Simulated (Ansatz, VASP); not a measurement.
**One calculation of Ta, two programs**

INCAR

```
SYSTEM = Ta
PREC = Accurate ; ENCUT = 520
EDIFF = 1E-7 ; ISMEAR = -1
SIGMA = 0.05 ; LREAL = .False.
LASPH = .True. ; NELM = 80
ALGO = Normal ; ISIF = 2
LWAVE = .False. ; LCHARG = .False.
GGA = PE ; NBANDS = 18
```

KPOINTS

```
regular mesh
0
Gamma
  9 9 9
  0 0 0
```

The input POSCAR:

```
Ta
1.0
    0.0000000000      2.8397911140      2.8397911140
    2.8397911140      0.0000000000      2.8397911140
    2.8397911140      2.8397911140      0.0000000000
Ta
2
Direct
   -0.1475000000     -0.1175000000     -0.1175000000
    0.1475000000      0.1175000000      0.1175000000
```

Input for Ansatz:

```yaml
crystal:
  lattice:
    - [0.0, 2.839791114, 2.839791114]
    - [2.839791114, 0.0, 2.839791114]
    - [2.839791114, 2.839791114, 0.0]
  atoms:
    - { symbol: Ta, position: [-0.1475, -0.1175, -0.1175] }
    - { symbol: Ta, position: [0.1475, 0.1175, 0.1175] }
kpoints:
  mp_grid: { grid: [9, 9, 9] }
scf:
  occupations: { method: fermi_dirac, width: 0.05 }
hamiltonian:
  xc: pbe
  pseudopotentials: { kind: paw }
output:
  forces: true
  stress: true
  eigenvalues: true
  populations: true
```

Change from the starting cell: shortest bond scaled by 0.94, PAW files.

Alike in both runs: task single point; functional PBE; k mesh 9 × 9 × 9; occupations fermi-dirac, width 0.05 eV; no spin polarisation.

|  | VASP | Ansatz |
| --- | --- | --- |
| version | VASP 6.6.1 | Ansatz 0.2.0 |
| potentials or method | VASP PAW PBE potentials, release 64 (Ta_pv) | PAW with Ansatz's default frozen-core files, scalar-relativistic |
| plane-wave cutoff (eV) | 520 | 420 |
| valence electrons in the cell | 22 | 26 |

Ansatz gave:

* pressure (GPa): 21.7
* traceless stress, the component that is largest in VASP (GPa): -7.52
* rms of the force components (eV/Å): 0.221

**Question.** Which values does VASP return?

**Answer.** Pressure (GPa): 22.2; traceless stress, the component that is largest in VASP (GPa): -7.76; rms of the force components (eV/Å): 0.275.

Atom by atom the forces differ by 0.054 eV/Å (rms over components). The functional is the same, so the differences come from potentials, cutoffs and numerics. VASP's potentials hold 22 valence electrons a cell and Ansatz's 26, so a difference there can come from the potentials and not from the codes.

Neither program's run includes spin-orbit coupling.
